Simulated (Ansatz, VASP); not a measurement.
**Two plane-wave programs on SiC**

```
Si C
1.0
     1.55873   -2.60368    0.00000
     1.55873    2.60368    0.00000
     0.00000    0.00000    5.09407
Si C
2 2
Direct
  0.37046 0.62954 0.00566
  0.62954 0.37046 0.50566
  0.37049 0.62951 0.37934
  0.62951 0.37049 0.87934
```

Alike in both runs: task relaxation of cell and atoms; functional PBE; k mesh 6 × 6 × 4; occupations gaussian, width 0.1 eV; no spin polarisation.

|  | VASP | Ansatz |
| --- | --- | --- |
| version | VASP 6.6.1 | Ansatz 0.2.0 |
| potentials or method | VASP PAW PBE potentials, release 64 (Si, C), cutoff 600 eV | scalar-relativistic, plane waves, PAW |
| valence electrons in the cell | 16 | 16 |

|  | VASP | Ansatz | Ansatz less VASP |
| --- | --- | --- | --- |
| gap on the k mesh at the Fermi level, each at its own relaxed structure (eV) | 2.31 | 2.31 | -0.004 |
| relaxed volume (Å³/atom) | 10.50 | 10.50 | -0.006 |
| relaxed length of the cell vector where the two differ most in proportion (Å) | 3.093 | 3.091 | -0.0013 |
